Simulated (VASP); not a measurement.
Here is a VASP 6.6.1 calculation.

Contents of INCAR:

```
SYSTEM = CdO
ALGO = Normal ; EDIFF = 1E-6
ENCUT = 600 ; GGA = CA
GGA_COMPAT = .False. ; ISIF = 2
ISMEAR = 0 ; LASPH = .True.
LCHARG = .True. ; LELF = .True.
LREAL = .False. ; LVHAR = .True.
LWAVE = .False. ; NBANDS = 16
NELM = 120 ; PREC = Accurate
SIGMA = 0.01
```

Contents of KPOINTS:

```
k-points
0
Gamma
  14 14 14
  0 0 0
```

Contents of POSCAR:

```
CdO
1.0
    0.0000000000      2.0435965493      2.0435965493
    2.0435965493      0.0000000000      2.0435965493
    2.0435965493      2.0435965493      0.0000000000
Cd O
1 1
Direct
    0.0000000000      0.0000000000      0.0000000000
    0.5000000000      0.5000000000      0.5000000000
```

Potentials or basis: VASP PAW LDA potentials, release 64 (Cd, O).

Launch:

```sh
$ cat potpaw_LDA.64/Cd/POTCAR potpaw_LDA.64/O/POTCAR > POTCAR
$ mpirun -np 1 vasp_std > vasp.out
```

(1) What does it give for the pressure?

(2) Estimate the band gap on the k mesh.

## Answers

(1) 161.9 GPa.

(2) 0.49 eV, indirect (least direct gap 3.90 eV).
